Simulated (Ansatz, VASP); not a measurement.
Two plane-wave programs on Pt

File POSCAR:

```
Pt
1.0
   -1.5842200000      1.5842200000      1.5842200000
    1.5842200000     -1.5842200000      1.5842200000
    1.5842200000      1.5842200000     -1.5842200000
Pt
1
Direct
    0.0000000000      0.0000000000      0.0000000000
```

Contents of INCAR.step1:

```
SYSTEM = Pt
PREC = Accurate
ENCUT = 520
EDIFF = 1E-5
ISMEAR = -1
SIGMA = 0.05
LREAL = .False.
LASPH = .True.
NELM = 100
ALGO = Normal
ISIF = 2
LWAVE = .True.
LCHARG = .False.
GGA = PE
NBANDS = 11
```

INCAR.step2

```
SYSTEM = Pt
PREC = Accurate
ENCUT = 520
EDIFF = 1E-6
ISMEAR = -1
SIGMA = 0.05
LREAL = .False.
LASPH = .True.
NELM = 100
ALGO = Normal
ISIF = 2
LWAVE = .False.
LCHARG = .False.
GGA = B3
LHFCALC = .True.
AEXX = 0.2
AGGAX = 0.72
AGGAC = 0.81
ALDAC = 0.19
PRECFOCK = Normal
ISTART = 1
NBANDS = 11
```

File KPOINTS:

```
regular mesh
0
Gamma
  6 6 6
  0 0 0
```

The input input.yaml:

```yaml
crystal:
  lattice:
    - [-1.58422, 1.58422, 1.58422]
    - [1.58422, -1.58422, 1.58422]
    - [1.58422, 1.58422, -1.58422]
  atoms:
    - { symbol: Pt, position: [0.0, 0.0, 0.0] }
hamiltonian:
  xc: b3lyp
  pseudopotentials: { kind: paw }
kpoints:
  mp_grid: { grid: [6, 6, 6] }
scf:
  occupations: { method: fermi_dirac, width: 0.05 }
output:
  forces: true
  stress: true
  eigenvalues: true
```

Alike in both runs: task single point; functional B3LYP; k mesh 6 × 6 × 6; occupations fermi-dirac, width 0.05 eV; no spin polarisation.

```csv
,VASP,Ansatz
version,VASP 6.6.1,Ansatz 0.2.0
potentials or method,"VASP PAW PBE potentials, release 64 (Pt)",Ansatz PAW
plane-wave cutoff (eV),520,420
valence electrons in the cell,10,18
```

|  | VASP | Ansatz | Ansatz less VASP |
| --- | --- | --- | --- |
| gap on the k mesh at the Fermi level (eV) | none | none | - |
| pressure (GPa) | 5.6 | 4.3 | -1.25 |

VASP's potentials were made for PBE, not for B3LYP. A gap of «none» marks a metal or a gap that the smearing closes. The functional is the same, so the differences come from potentials, cutoffs and numerics. VASP's potentials hold 10 valence electrons a cell and Ansatz's 18, so a difference there can come from the potentials and not from the codes.

The k mesh is coarse, so the values compare programs but aren't converged. Neither program's run includes spin-orbit coupling.
